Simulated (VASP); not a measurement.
# Ta (Immm) in VASP: further runs

Ta is run at these levels: LDA; tasks: single point.

Program: VASP 6.6.1. These are calculated values, not measurements. Logs are shortened: lines on timing, memory, paths and dates and some standing lists are left out, and cuts for length are marked.

## Step 1: The cell of the first run

The structure is orthorhombic, space group Immm (No. 71). The conventional cell has a = 3.203 Å, b = 3.303 Å, c = 3.402 Å, α = 90.00°, β = 90.00°, γ = 90.00°. Within 3.8 Å of Ta (site symmetry mmm) lie 14 Ta at 2.86 to 3.40 Å.

## Step 2: Single point, LDA (strain +0.0300 x Voigt [1, -1, 0, 0, 0, 0])

INCAR reads:

```
ALGO     = Normal         # electronic algorithm
EDIFF    = 1E-6           # SCF threshold, eV
ENCUT    = 500            # plane-wave cutoff, eV
GGA      = CA             # functional
GGA_COMPAT= False        
ISIF     = 2              # what is computed and relaxed
ISMEAR   = 0              # smearing method
LASPH    = True           # aspherical terms in the spheres
LCHARG   = False          # write CHGCAR
LREAL    = False          # projectors in reciprocal space
LWAVE    = False          # write WAVECAR
NBANDS   = 12             # bands
NELM     = 120            # most SCF steps
PREC     = Accurate       # precision mode
SIGMA    = 0.2            # smearing width, eV
```

KPOINTS reads:

```
k-points
0
Gamma
  20 20 20
```

POSCAR reads:

```
Ta
1.0
   -1.7008184000      1.6017416000      1.6512800000
    1.7008184000     -1.6017416000      1.6512800000
    1.7008184000      1.6017416000     -1.6512800000
Ta
1
Direct
    0.0000000000      0.0000000000      0.0000000000
```

Potentials or basis: VASP PAW LDA potentials, release 64 (Ta_pv).

Run with:

```bash
cat potpaw_LDA.64/Ta_pv/POTCAR > POTCAR
mpirun -np 1 vasp_std > vasp.out
```

OUTCAR:

```text
EDIFF = 1E-6
   ENCUT = 500
   GGA = CA
   ISIF = 2
   ISMEAR = 0
   LASPH = True
   LREAL = False
   NELM = 120
   PREC = Accurate

 ion  position               nearest neighbor table
   1  0.000  0.000  0.000-

  LATTYP: Found a body centered orthorhombic cell.
 ALAT       =     3.2034832000
 B/A-ratio  =     1.0309278351
 C/A-ratio  =     1.0618556701

  Lattice vectors:

 A1 = (  -1.7008184000,  -1.6017416000,  -1.6512800000)
 A2 = (  -1.7008184000,   1.6017416000,   1.6512800000)
 A3 = (   1.7008184000,   1.6017416000,  -1.6512800000)

Analysis of symmetry for initial positions (statically):
=====================================================================
 Subroutine PRICEL returns:
 Original cell was already a primitive cell.

 Routine SETGRP: Setting up the symmetry group for a
 body centered orthorhombic supercell.

 Subroutine GETGRP returns: Found  8 space group operations
 (whereof  8 operations were pure point group operations)
 out of a pool of  8 trial point group operations.

The static configuration has the point symmetry D_2h.

Analysis of symmetry for dynamics (positions and initial velocities):
=====================================================================
 Subroutine PRICEL returns:
 Original cell was already a primitive cell.

 Routine SETGRP: Setting up the symmetry group for a
 body centered orthorhombic supercell.

 Subroutine GETGRP returns: Found  8 space group operations
 (whereof  8 operations were pure point group operations)
 out of a pool of  8 trial point group operations.

The dynamic configuration has the point symmetry D_2h.

 Subroutine INISYM returns: Found  8 space group operations
 (whereof  8 operations are pure point group operations),
 and found     1 'primitive' translations

----------------------------------------------------------------------------------------

                                     Primitive cell

  volume of cell :      17.9941

  direct lattice vectors                    reciprocal lattice vectors
    -1.700818400  1.601741600  1.651280000     0.000000000  0.312160214  0.302795407
     1.700818400 -1.601741600  1.651280000     0.293976123  0.000000000  0.302795407
     1.700818400  1.601741600 -1.651280000     0.293976123  0.312160214  0.000000000

  length of vectors
     2.860958759  2.860958759  2.860958759     0.434889707  0.422027274  0.428795942
[... 79 lines left out ...]
   EDIFF  = 0.1E-05   stopping-criterion for ELM
   LREAL  =      F    real-space projection
   EDIFFG = 0.1E-04   stopping-criterion for IOM
   NSW    =      0    number of steps for IOM
   IBRION =     -1    ionic relax: 0-MD 1-quasi-New 2-CG
   NFREE  =      0    steps in history (QN), initial steepest desc. (CG)
   ISIF   =      2    stress and relaxation
   ISYM   =      2    0-nonsym 1-usesym 2-fastsym
   POTIM  = 0.5000    time-step for ionic-motion
   TEBEG  =    0.0;   TEEND  =   0.0 temperature during run
   PSTRESS=    0.0 pullay stress
   NELECT =      11.0000    total number of electrons
   NUPDOWN=      -1.0000    fix difference up-down
   EMIN   =  10.00;   EMAX   =-10.00  energy-range for DOS
   EFERMI =   0.00;   METHOD = LEGACY
   ISMEAR =     0;   SIGMA  =   0.20  broadening in eV -4-tet -1-fermi 0-gaus
   EFERMI_NEDOS =   21; number of points for ismear=-14 and -15
   IALGO  =     38    algorithm
   IMIX   =      4    mixing-type and parameters
     AMIX     =   0.40;   BMIX     =  1.00
     AMIX_MAG =   1.60;   BMIX_MAG =  1.00
  volume/ion in A,a.u.               =      17.99       121.43
  Fermi-wavevector in a.u.,A,eV,Ry     =   1.389404  2.625594 26.265295  1.930445
  Thomas-Fermi vector in A             =   2.513438
   LORBIT       =      0    0 simple, 1 ext, 2 COOP (PROOUT), +10 PAW based schemes
   GGA     = CA    functional components
   LHFCALC =     F    Hartree Fock is set to
   AEXX    =    0.0000 exact exchange contribution
   IVDW    =     0    specifies the selected vdW correction
   LEPSILON=     F    determine dielectric tensor
   LRPA    =     F    only Hartree local field effects (RPA)
 non-spin polarized calculation
 Gauss-broadening in eV      SIGMA  =   0.20
  energy-cutoff  :      500.00
  volume of cell :       17.99
 maximum number of plane-waves:       468
 NGX is ok and might be reduce to    24
   NGX = 11   NGY = 11   NGZ = 11

 number of electron      11.0000000 magnetization

 Free energy of the ion-electron system (eV)
  ---------------------------------------------------
  ext. energy  EPLUGINS =         0.00000000
  ---------------------------------------------------
  free energy    TOTEN  =       -12.81129051 eV

  energy without entropy =      -12.78385929  energy(sigma->0) =      -12.79757490

 E-fermi :   5.4198     XC(G=0): -12.8005

 val. band max:        5.4163724211   @ k =   0.4500  -0.1500   0.1000
 cond. band min:       5.4210937654   @ k =   0.3000   0.1000   0.0500
 fundamental gap:      0.0047213443
 Fermi energy:         5.4197869585

 k-point     1 :       0.0000    0.0000    0.0000
  band No.  band energies     occupation
      1     -27.4924      2.00000
      2     -27.4890      2.00000
      3     -27.4806      2.00000
      4      -2.4383      2.00000
      5       5.7209      0.03323
      6       6.1238      0.00000
      7       6.4720      0.00000
      8       8.8605      0.00000
      9       9.7580      0.00000
     10      19.0988      0.00000
     11      19.9891      0.00000
     12      20.4961      0.00000
[... 331 lines left out ...]
 k-point    24 :      -0.4000    0.0500    0.0000
  band No.  band energies     occupation
      1     -28.5131      2.00000
      2     -27.8521      2.00000
      3     -27.5334      2.00000
      4       1.0796      2.00000
      5       3.7642      2.00000
      6       5.9043      0.00061
      7       9.4721      0.00000
      8      10.3257      0.00000
      9      11.4837      0.00000
     10      18.6103      0.00000
     11      18.9677      0.00000
     12      19.2357      0.00000

 [... further k-points ...]
[... 5 lines left out ...]
  --------------------------------------------------------------------------------------
  -------------------------------------------------------------------------------------
  Total       -1.2342088     -0.5181119     -0.8666104      0.0000000      0.0000000      0.0000000
  in kB     -109.8925182    -46.1320832    -77.1619782      0.0000000      0.0000000      0.0000000
  external PRESSURE =     -77.7288599 kB  Pullay stress =       0.0000000 kB

 VOLUME and BASIS-vectors are now :
 -----------------------------------------------------------------------------
  energy-cutoff  :      500.00
  volume of cell :       17.99
      direct lattice vectors                 reciprocal lattice vectors
    -1.700818400  1.601741600  1.651280000     0.000000000  0.312160214  0.302795407
     1.700818400 -1.601741600  1.651280000     0.293976123  0.000000000  0.302795407
     1.700818400  1.601741600 -1.651280000     0.293976123  0.312160214  0.000000000

 POSITION                                       TOTAL-FORCE (eV/Angst)
 -----------------------------------------------------------------------------------
      0.00000      0.00000      0.00000         0.000000      0.000000      0.000000
 -----------------------------------------------------------------------------------
    total drift:                               -0.000000      0.000000      0.000000

  FREE ENERGIE OF THE ION-ELECTRON SYSTEM (eV)
  ---------------------------------------------------
  free  energy   TOTEN  =       -12.8112905077 eV

  energy  without entropy=      -12.7838592908  energy(sigma->0) =      -12.79757490
```

OSZICAR:

```text
N       E                     dE             d eps       ncg     rms          rms(c)
DAV:   1     0.583770534570E+02    0.58377E+02   -0.59454E+03 28056   0.847E+02
DAV:   2    -0.123145970784E+02   -0.70692E+02   -0.68865E+02 31424   0.239E+02
DAV:   3    -0.133059068170E+02   -0.99131E+00   -0.98201E+00 33204   0.269E+01
DAV:   4    -0.133084089856E+02   -0.25022E-02   -0.25017E-02 31004   0.151E+00
DAV:   5    -0.133084168971E+02   -0.79115E-05   -0.79114E-05 32676   0.807E-02    0.135E+01
DAV:   6    -0.129256964240E+02    0.38272E+00   -0.30970E-01 32504   0.566E+00    0.639E+00
DAV:   7    -0.128134495827E+02    0.11225E+00   -0.24348E-01 32528   0.465E+00    0.347E-01
DAV:   8    -0.128113378078E+02    0.21118E-02   -0.46396E-03 29384   0.698E-01    0.113E-01
DAV:   9    -0.128112912903E+02    0.46517E-04   -0.11123E-04 32660   0.107E-01    0.243E-02
DAV:  10    -0.128112905077E+02    0.78265E-06   -0.42946E-06 30440   0.215E-02
   1 F= -.12811291E+02 E0= -.12797575E+02  d E =-.274312E-01
```

Run time: 50 s. Hardware: 1 thread of Intel Xeon 6975P-C (Granite Rapids), shared host; peak memory 0.32 GiB.

Results:

```yaml
Free_energy: -12.8113 eV
Pressure: -7.8 GPa
Band_gap_on_the_k_mesh: zero (an odd number of electrons rules out a gap without spin polarisation)
```

Levels at points of the mesh, in eV from the Fermi level:
| k point | band 3 | band 4 | band 5 | band 6 | band 7 | band 8 |
| --- | --- | --- | --- | --- | --- | --- |
| (0.00, 0.00, 0.00) | -32.90 | -7.86 | 0.30 | 0.70 | 1.05 | 3.44 |
| (0.50, 0.00, 0.00) | -32.95 | -4.37 | -1.96 | 1.96 | 4.21 | 5.18 |
| (0.00, 0.50, 0.00) | -32.89 | -4.41 | -1.18 | 1.52 | 3.23 | 4.61 |
| (0.50, 0.50, 0.00) | -32.92 | -4.38 | -1.59 | 1.75 | 3.58 | 5.08 |
| (0.50, 0.50, 0.50) | -33.66 | -3.91 | -3.76 | 6.66 | 6.78 | 6.92 |

Caveat: the cell differs from its parent crystal (strain +0.0300 x Voigt [1, -1, 0, 0, 0, 0]); the cell stands under tension; spin-orbit coupling is left out, which moves the levels of the heavy elements.

## Step 3: Single point, LDA (strain -0.0200 x Voigt [1, -1, 0, 0, 0, 0])

INCAR reads:

```
SYSTEM = Ta
ALGO = Normal ; EDIFF = 1E-6
ENCUT = 500 ; GGA_COMPAT = .FALSE.
ISIF = 2 ; ISMEAR = 0
LASPH = .TRUE. ; LCHARG = .TRUE.
LELF = .TRUE. ; LREAL = .FALSE.
LVHAR = .TRUE. ; LWAVE = .FALSE.
NBANDS = 12 ; NELM = 120
PREC = Accurate ; SIGMA = 0.2
```

KPOINTS reads:

```
k-points
0
G
  20 20 20
  0 0 0
```

POSCAR reads:

```
Ta
1.0
   -1.6182544000      1.6843056000      1.6512800000
    1.6182544000     -1.6843056000      1.6512800000
    1.6182544000      1.6843056000     -1.6512800000
Ta
1
Direct
    0.0000000000      0.0000000000      0.0000000000
```

Potentials or basis: VASP PAW LDA potentials, release 64 (Ta_pv).

Run with:

```bash
cat potpaw_LDA.64/Ta_pv/POTCAR > POTCAR
mpirun -np 1 vasp_std > vasp.out
```

Run time: 55 s. Hardware: 1 thread of Intel Xeon 6975P-C (Granite Rapids), shared host; peak memory 0.33 GiB.

It converged, with:

| Quantity | Value |
| --- | --- |
| Free energy | -12.8170 eV |
| Pressure | -8.0 GPa |
| Band gap on the k mesh | zero (an odd number of electrons rules out a gap without spin polarisation) |

Stress tensor (GPa, compression positive):
```
 -5.75   0.00   0.00
  0.00 -10.22   0.00
  0.00   0.00  -7.98
```

Levels at points of the mesh, in eV from the Fermi level:
```tsv
k point	band 2	band 3	band 4	band 5	band 6	band 7	band 8	band 9	band 10	band 11
(0.00, 0.00, 0.00)	-32.90	-32.90	-7.85	0.42	0.69	0.92	3.61	4.21	13.69	14.73
(0.50, 0.00, 0.00)	-33.27	-32.90	-4.39	-1.32	1.59	3.44	4.67	7.68	11.56	12.14
(0.00, 0.50, 0.00)	-33.31	-32.93	-4.37	-1.84	1.89	4.10	5.04	7.80	11.82	11.93
(0.50, 0.50, 0.00)	-33.29	-32.91	-4.38	-1.59	1.74	3.69	4.95	7.73	11.68	12.03
(0.50, 0.50, 0.50)	-33.74	-33.69	-3.88	-3.77	6.70	6.78	6.87	8.24	8.74	9.27
```

Caveat: the cell differs from its parent crystal (strain -0.0200 x Voigt [1, -1, 0, 0, 0, 0]); the cell stands under tension; spin-orbit coupling is left out, which moves the levels of the heavy elements.

(Continued in part 2 of 2.)
